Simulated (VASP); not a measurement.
A run of VASP 6.6.1 is set up as follows.

File INCAR:

```
SYSTEM = Cu
  PREC = Accurate
  ENCUT = 600
  EDIFF = 1E-6
  ISMEAR = -1
  SIGMA = 0.1
  LREAL = .FALSE.
  LASPH = .TRUE.
  NELM = 120
  ALGO = Normal
  ISIF = 2
  LWAVE = .FALSE.
  LCHARG = .FALSE.
  GGA = PE
  NBANDS = 12
  GGA_COMPAT = .FALSE.
```

Contents of KPOINTS:

```
regular mesh
0
G
  11 11 11
  0 0 0
```

POSCAR

```
Cu
1.0
    0.0000000000      1.7579543034      1.7579543034
    1.7579543034      0.0000000000      1.7579543034
    1.7579543034      1.7579543034      0.0000000000
Cu
1
Direct
    0.0000000000      0.0000000000      0.0000000000
```

Potentials or basis: VASP PAW PBE potentials, release 64 (Cu).

The run is started by

```console
$ cat potpaw_PBE.64/Cu/POTCAR > POTCAR
$ mpirun -np 1 vasp_std > vasp.out
```

Problem. Estimate the pressure.

Solution. 17.5 GPa.
